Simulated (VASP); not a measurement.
A run of VASP 6.6.1 is set up as follows.

Contents of INCAR:

```
  PREC = Accurate
  ENCUT = 520
  EDIFF = 1E-6
  ISMEAR = 0
  SIGMA = 0.15
  LREAL = F
  LASPH = T
  NELM = 60
  ALGO = Normal
  ISIF = 2
  LWAVE = F
  LCHARG = F
  GGA = PS
  NBANDS = 20
```

Contents of KPOINTS:

```
regular mesh
0
Gamma
  21 21 12
```

File POSCAR:

```
Mn
1.0
    2.4091363974      0.0000000000      0.0000000000
   -1.2045681987      2.0863733214      0.0000000000
    0.0000000000      0.0000000000      3.9054091500
Mn
2
Direct
    0.6666666667      0.3333333333      0.7500000000
    0.3333333333      0.6666666667      0.2500000000
```

Potentials or basis: VASP PAW PBE potentials, release 64 (Mn_pv).

Command:

```console
$ cat potpaw_PBE.64/Mn_pv/POTCAR > POTCAR
$ mpirun -np 1 vasp_std > vasp.out
```

Problem. Estimate the band gap on the k mesh.

Solution. Zero (band 13 reaches 12.64 eV, above the bottom of band 14 at 10.35 eV).

Problem. What does it give for the pressure?

Solution. 17.4 GPa.

Stress tensor (GPa, compression positive):
```
17.85  0.00  0.00
 0.00 17.85  0.00
 0.00  0.00 16.48
```

Caveat: the cell differs from its parent crystal (strain -0.030 along x and y, -0.030 along z); the PAW data sets were made with another functional, which shifts forces and pressure a little; the run has no spin polarisation, though such a crystal can be magnetic. Spin polarisation is off, so any magnetic state and its effect on volume and gap are missing.
